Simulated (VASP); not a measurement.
# Hf3B in VASP: notebook, part 2 of 2

VASP 6.6.1. The steps go on from the part before.

## (4) Single point, PBE

This run uses another cell than the first one: it holds 4 atoms, not 8.

Input file INCAR:

```
SYSTEM = Hf3B
PREC     = Accurate       ! precision mode
ENCUT    = 520            ! plane-wave cutoff, eV
EDIFF    = 1E-6           ! SCF threshold, eV
ISMEAR   = 0              ! smearing method
SIGMA    = 0.1            ! smearing width, eV
LREAL    = .FALSE.        ! projectors in reciprocal space
LASPH    = .TRUE.         ! aspherical terms in the spheres
NELM     = 80             ! most SCF steps
ALGO     = Fast           ! electronic algorithm
ISIF     = 2              ! what is computed and relaxed
LWAVE    = .FALSE.        ! write WAVECAR
LCHARG   = .FALSE.        ! write CHGCAR
GGA      = PE             ! functional
NBANDS   = 24             ! bands
```

Input file KPOINTS:

```
Automatic mesh
0
G
  10 10 12
  0 0 0
```

Input file POSCAR:

```
Hf3B
1.0
    4.6617020639      0.0000000000      0.0000000000
    0.0000000000      4.6617020639      0.0000000000
    0.0000000000      0.0000000000      3.9053602252
Hf B
3 1
Direct
    0.5000000000      0.0000000000      0.0000000000
    0.0000000000      0.5000000000      0.0000000000
    0.5000000000      0.5000000000      0.5000000000
    0.0000000000      0.0000000000      0.0000000000
```

The run is started by

```bash
$ cat potpaw_PBE.64/Hf_pv/POTCAR potpaw_PBE.64/B/POTCAR > POTCAR
$ mpirun -np 1 vasp_std > vasp.out
```

Run time: 3.3 min. Hardware: 1 thread of Intel Xeon Platinum 8488C (Sapphire Rapids), shared host; peak memory 0.37 GiB.

The run converged. Its results:

```
Free energy            : -33.5225 eV
Pressure               : -0.1 GPa
Band gap on the k mesh : zero (an odd number of electrons rules out a gap without spin polarisation)
```

Stress tensor (GPa, compression positive):
```
-0.03  0.00  0.00
 0.00 -0.03  0.00
 0.00  0.00 -0.13
```

Levels at points of the mesh, in eV from the Fermi level:
```csv
k point,band 14,band 15,band 16,band 17,band 18,band 19
"(0.00, 0.00, 0.00)",-1.21,-0.67,-0.67,0.42,0.42,1.91
"(0.50, 0.00, 0.00)",-1.33,-1.04,-0.38,-0.08,0.79,1.78
"(0.50, 0.50, 0.00)",-0.52,-0.52,-0.49,1.00,1.29,1.29
"(0.00, 0.00, 0.50)",-0.01,-0.01,0.07,0.07,0.47,2.04
"(0.50, 0.00, 0.50)",-1.16,-0.41,-0.38,-0.34,-0.11,0.19
"(0.50, 0.50, 0.50)",-2.42,-0.61,-0.61,0.22,1.16,1.64
```

Caveat: spin-orbit coupling is left out, which moves the levels of the heavy elements.

## (5) Relaxation of cell and atoms, PBE

This run uses another cell than the first one, of 14.86 Å³/atom.

Input file INCAR:

```
SYSTEM = Hf3B
PREC = Accurate
ENCUT = 600
EDIFF = 1E-7
ISMEAR = 0
SIGMA = 0.1
LREAL = .False.
LASPH = .True.
NELM = 60
ALGO = Fast
ISIF = 3
LWAVE = .False.
LCHARG = .False.
GGA = PE
IBRION = 2
NSW = 90
EDIFFG = -0.04
```

Input file KPOINTS:

```
regular mesh
0
Gamma
  4 4 4
  0 0 0
```

Input file POSCAR:

```
Hf3B
1.0
    5.4975747200      0.0000000000      0.0000000000
    0.0000000000      5.4975747200      0.0000000000
    0.0000000000      0.0000000000      3.9345439000
Hf B
6 2
Direct
    0.2500000000      0.7500000000      0.0000000000
    0.7500000000      0.2500000000      0.0000000000
    0.7500000000      0.7500000000      0.0000000000
    0.2500000000      0.2500000000      0.0000000000
    0.5000000000      0.0000000000      0.5030759400
    0.0000000000      0.5000000000      0.4969240600
    0.0000000000      0.0000000000      0.0000000000
    0.5000000000      0.5000000000      0.0000000000
```

Potentials or basis: VASP PAW PBE potentials, release 64 (Hf_pv, B).

The run is started by

```bash
$ cat potpaw_PBE.64/Hf_pv/POTCAR potpaw_PBE.64/B/POTCAR > POTCAR
$ mpirun -np 1 vasp_std > vasp.out
```

OUTCAR:

```text
SYSTEM = Hf3B
   PREC = Accurate
   ENCUT = 600
   EDIFF = 1E-7
   ISMEAR = 0
   LREAL = .False.
   LASPH = .True.
   NELM = 60
   ISIF = 3
   GGA = PE
   IBRION = 2
   NSW = 90
   EDIFFG = -0.04

 ion  position               nearest neighbor table
   1  0.250  0.750  0.000-   7 1.94   8 1.94   3 2.75   4 2.75   4 2.75   3 2.75   5 2.76   6 2.76
                             5 2.77   6 2.77
   2  0.750  0.250  0.000-   7 1.94   8 1.94   3 2.75   4 2.75   3 2.75   4 2.75   5 2.76   6 2.76
                             5 2.77   6 2.77
   3  0.750  0.750  0.000-   7 1.94   8 1.94   1 2.75   2 2.75   2 2.75   1 2.75   5 2.76   6 2.76
                             5 2.77   6 2.77
   4  0.250  0.250  0.000-   7 1.94   8 1.94   1 2.75   2 2.75   1 2.75   2 2.75   5 2.76   6 2.76
                             5 2.77   6 2.77
   5  0.500  0.000  0.503-   1 2.76   2 2.76   3 2.76   4 2.76   1 2.77   2 2.77   3 2.77   4 2.77

   6  0.000  0.500  0.497-   1 2.76   2 2.76   3 2.76   4 2.76   1 2.77   2 2.77   3 2.77   4 2.77

   7  0.000  0.000  0.000-   1 1.94   2 1.94   3 1.94   4 1.94
   8  0.500  0.500  0.000-   1 1.94   2 1.94   3 1.94   4 1.94

  LATTYP: Found a simple tetragonal cell.
 ALAT       =     5.4975747200
 C/A-ratio  =     0.7156872076

  Lattice vectors:

 A1 = (   5.4975747200,   0.0000000000,   0.0000000000)
[... 994 lines left out ...]
------------------------ aborting loop EDIFF was not reached (unconverged)  ----------------------------

  FORCE on cell =-STRESS in cart. coord.  units (eV):
  Direction    XX          YY          ZZ          XY          YZ          ZX
  --------------------------------------------------------------------------------------
  -------------------------------------------------------------------------------------
  Total      -37.0204864    -37.0204864    -24.3767908      0.0000000      0.0000000      0.0000000
  in kB     -210.5238907   -210.5238907   -138.6231607      0.0000000      0.0000000      0.0000000
  external PRESSURE =    -186.5569807 kB  Pullay stress =       0.0000000 kB
[... 65 lines left out ...]
  FREE ENERGIE OF THE ION-ELECTRON SYSTEM (eV)
  ---------------------------------------------------
  free  energy   TOTEN  =       -66.8186406775 eV

  energy  without entropy=      -66.7811812605  energy(sigma->0) =      -66.79991097

[... ionic steps 4 to 26 ...]

--------------------------------------- Ionic step       27  -------------------------------------------

 number of electron      65.9999997 magnetization

------------------------ aborting loop because EDIFF is reached ----------------------------------------
[... 79 lines left out ...]
--------------------------------------- Ionic step       29  -------------------------------------------

 number of electron      65.9999997 magnetization

 Free energy of the ion-electron system (eV)
  ---------------------------------------------------
  ext. energy  EPLUGINS =         0.00000000
  ---------------------------------------------------
  free energy    TOTEN  =       -67.65245548 eV

  energy without entropy =      -67.58652948  energy(sigma->0) =      -67.61949248

 E-fermi :   3.9221     XC(G=0): -10.9216

 val. band max:        3.9040408244   @ k =   0.2500   0.0000   0.2500
 cond. band min:       3.9233419267   @ k =   0.5000   0.2500   0.2500
 fundamental gap:      0.0193011023
 Fermi energy:         3.9220991252

 k-point     1 :       0.0000    0.0000    0.0000
  band No.  band energies     occupation
      1     -26.7424      2.00000
      2     -26.7424      2.00000
      3     -26.4102      2.00000
      4     -26.3230      2.00000
      5     -26.2338      2.00000
      6     -26.2249      2.00000
[... 780 lines left out ...]
  FREE ENERGIE OF THE ION-ELECTRON SYSTEM (eV)
  ---------------------------------------------------
  free  energy   TOTEN  =       -67.6524554792 eV

  energy  without entropy=      -67.5865294818  energy(sigma->0) =      -67.61949248

 reached required accuracy - stopping structural energy minimisation
```

OSZICAR:

```text
N       E                     dE             d eps       ncg     rms          rms(c)
DAV:   1     0.364479695748E+03    0.36448E+03   -0.40488E+04  1404   0.187E+03
DAV:   2    -0.379698570442E+02   -0.40245E+03   -0.38904E+03  1594   0.446E+02
DAV:   3    -0.645183919746E+02   -0.26549E+02   -0.25201E+02  1858   0.674E+01
[... 582 lines left out ...]
RMM:   4    -0.676524567468E+02    0.15345E-05   -0.36014E-05  1906   0.222E-02    0.250E-02
RMM:   5    -0.676524552379E+02    0.15089E-05   -0.89562E-06  1802   0.110E-02    0.105E-02
RMM:   6    -0.676524553325E+02   -0.94597E-07   -0.36413E-06  1741   0.622E-03    0.303E-03
RMM:   7    -0.676524554312E+02   -0.98726E-07   -0.10030E-06  1153   0.271E-03    0.134E-03
RMM:   8    -0.676524554792E+02   -0.47991E-07   -0.44520E-07   901   0.126E-03
  29 F= -.67652455E+02 E0= -.67619492E+02  d E =-.269544E-03
```

CONTCAR:

```text
Hf3B
   1.00000000000000
     7.0283474457066042    0.0000000000000000    0.0000000000000000
     0.0000000000000000    7.0283474457066042    0.0000000000000000
     0.0000000000000000   -0.0000000000000000    3.2572624918801378
  Hf              B
     6     2
Direct
     0.2500000000000000    0.7500000000000000    0.0000000000000000
     0.7500000000000000    0.2500000000000000    0.0000000000000000
     0.7500000000000000    0.7500000000000000    0.0000000000000000
     0.2500000000000000    0.2500000000000000    0.0000000000000000
     0.5000000000000000    0.0000000000000000    0.4975446651441927
     0.0000000000000000    0.5000000000000000    0.5024553348558075
     0.0000000000000000    0.0000000000000000    0.0000000000000000
     0.5000000000000000    0.5000000000000000    0.0000000000000000

  0.00000000E+00  0.00000000E+00  0.00000000E+00
  0.00000000E+00  0.00000000E+00  0.00000000E+00
  0.00000000E+00  0.00000000E+00  0.00000000E+00
  0.00000000E+00  0.00000000E+00  0.00000000E+00
  0.00000000E+00  0.00000000E+00  0.00000000E+00
  0.00000000E+00  0.00000000E+00  0.00000000E+00
  0.00000000E+00  0.00000000E+00  0.00000000E+00
  0.00000000E+00  0.00000000E+00  0.00000000E+00
```

Wall time 51 min (1 thread of Intel Xeon Platinum 8488C (Sapphire Rapids), shared host); peak memory 0.37 GiB.

Results:

```
Free energy                           : -67.6525 eV
Relaxed volume                        : 20.11 Å³/atom
Relaxed cell                          : a = 7.028 Å, b = 7.028 Å, c = 3.257 Å, α = 90.00°, β = 90.00°, γ = 90.00°
Space group after relaxing (to 0.1 Å) : P4/mmm (No. 123)
Energy gained by relaxing             : 1541.6 meV/atom
Ionic steps                           : 29
Pressure after relaxing               : 0.1 GPa
Largest force after relaxing          : 0.035 eV/Å
Band gap on the k mesh                : zero (bands 33 and 34 overlap by 1.73 eV)
```

Forces on the atoms (eV/Å):
```
Hf   0.000  0.000  0.000
Hf   0.000  0.000  0.000
Hf   0.000  0.000  0.000
Hf   0.000  0.000  0.000
Hf   0.000  0.000  0.035
Hf   0.000  0.000 -0.035
B    0.000  0.000  0.000
B    0.000  0.000  0.000
```

The path:
| step | energy change (eV) | largest force (eV/Å) | pressure (GPa) | volume (Å³) |
| --- | --- | --- | --- | --- |
| 1 | 0.0000 | 0.2045 | 76.01 | 118.92 |
| 2 | -1.8718 | 0.0012 | -18.66 | 281.74 |
| 3 | -11.4993 | 0.0382 | -3.65 | 182.22 |
| 4 | -11.5544 | 0.0424 | -1.77 | 178.33 |
| 5 | -11.5620 | 0.0446 | -0.77 | 176.40 |
| 6 | -11.6375 | 0.0343 | -0.54 | 174.19 |
| 7 | -11.7069 | 0.0146 | 0.01 | 170.29 |
| 8 | -11.7129 | 0.0075 | 0.31 | 168.91 |
| 9 | -11.7146 | 0.0033 | 0.53 | 168.08 |
| 10 | -11.7179 | 0.0049 | 0.99 | 166.39 |
| 11 | -11.7366 | 0.0181 | 2.05 | 162.94 |
| 12 | -11.9384 | 0.0341 | 5.44 | 155.70 |
| 13 | -11.1005 | 0.1095 | 17.20 | 139.85 |
| 14 | -11.9900 | 0.0330 | 6.78 | 153.17 |
| 15 | -11.9788 | 0.0474 | 8.86 | 149.56 |
| 16 | -11.9953 | 0.0413 | 8.11 | 150.76 |
| 17 | -12.0137 | 0.0436 | 8.06 | 150.68 |
| 18 | -12.0561 | 0.0521 | 7.94 | 150.43 |
| 19 | -12.0696 | 0.0740 | 7.88 | 149.82 |
| 20 | -12.0777 | 0.0658 | 7.89 | 150.05 |
| 21 | -12.1140 | 0.0641 | 7.25 | 150.82 |
| 22 | -12.2056 | 0.0592 | 5.40 | 153.16 |
| 23 | -12.3137 | 0.0503 | 2.01 | 157.91 |
| 24 | -12.2528 | 0.0352 | -3.77 | 167.71 |
| 25 | -12.3328 | 0.0447 | -0.05 | 161.14 |
| 26 | -12.3328 | 0.0451 | 0.08 | 160.92 |
| 27 | -12.3328 | 0.0435 | 0.08 | 160.92 |
| 28 | -12.3329 | 0.0406 | 0.08 | 160.91 |
| 29 | -12.3331 | 0.0348 | 0.07 | 160.90 |

Final structure:
```
Hf B
1.0
     7.02835    0.00000    0.00000
     0.00000    7.02835    0.00000
     0.00000    0.00000    3.25726
Hf B
6 2
Direct
  0.25000 0.75000 0.00000
  0.75000 0.25000 0.00000
  0.75000 0.75000 0.00000
  0.25000 0.25000 0.00000
  0.50000 0.00000 0.49754
  0.00000 0.50000 0.50246
  0.00000 0.00000 0.00000
  0.50000 0.50000 0.00000
```

Caveat: the k points lie up to 0.48 Å⁻¹ apart in the final cell, too coarse for converged energies and pressures of a metal; the volume moved by over 15 % at a fixed basis, so the end points are rough; spin-orbit coupling is left out, which moves the levels of the heavy elements.

## (6) The runs side by side

```tsv
task	cell	k mesh	cutoff (eV)	gap on the mesh (eV)	pressure (GPa)	largest force (eV/Å)
single point	a = 6.613, b = 6.613, c = 3.873 Å, 8 atoms, atomic positions A	4 × 4 × 4	520	none	-0.2	-
single point	a = 5.498, b = 5.498, c = 3.935 Å, 8 atoms, atomic positions B	4 × 4 × 4	520	none	76.0	0.20
single point	a = 4.662, b = 4.662, c = 3.905 Å, 4 atoms, atomic positions C	10 × 10 × 12	520	none	-0.1	-
relaxation of cell and atoms	relaxed from a = 5.498, b = 5.498, c = 3.935 Å, 8 atoms, atomic positions B	4 × 4 × 4	600	none	0.1	0.03
```

Alike in all rows: level PBE; potentials or basis VASP PAW PBE potentials, release 64 (Hf_pv, B); no spin polarisation; smearing gaussian 0.1 eV.

Caveats: some runs use coarse meshes; spin-orbit coupling is left out, which moves the levels of the heavy elements; the volume moved by over 15 % at a fixed basis, so the end points are rough (at least some runs).

Absolute energies hang on the potentials; compare differences alone.

The gap in the log of VASP goes by the Fermi energy; the results here count the filled bands.